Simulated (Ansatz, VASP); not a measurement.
**Two plane-wave programs on WSe2**

```
Se W
1.0
     3.24734    0.00000    0.00000
    -1.62367    2.81228    0.00000
     0.00000    0.00000   32.73758
Se W
2 1
Direct
  0.33333 0.66667 0.44915
  0.33333 0.66667 0.55085
  0.66667 0.33333 0.50000
```

Alike in both runs: functional LDA; k mesh 9 × 9 × 1; occupations gaussian, width 0.02 eV; no spin polarisation.

Ansatz relaxed the structure, and its values are those at the end. VASP's run is a single point on that final structure, the one shown.

```csv
,VASP,Ansatz
version,VASP 6.6.1,Ansatz 0.2.0
potentials or method,"VASP PAW LDA potentials, release 64 (Se, W_sv), cutoff 400 eV","scalar-relativistic, plane waves, PAW"
valence electrons in the cell,26,46
```

VASP gave:

* gap on the k mesh at the Fermi level (eV): 1.75
* least direct gap on the mesh (eV): 1.75
* rms of the force components (eV/Å): 0.050

**Question.** Which values does Ansatz return?

**Answer.** gap on the k mesh at the Fermi level (eV): 1.74; least direct gap on the mesh (eV): 1.74; rms of the force components (eV/Å): 0.000.

LDA's correlation is that of Perdew and Zunger in VASP and of Perdew and Wang (1992) in Ansatz. VASP's potentials hold 26 valence electrons a cell and Ansatz's 46, so a difference there can come from the potentials and not from the codes. Ansatz's warnings: xc potential rough in thin density.

Spin-orbit coupling is off throughout.
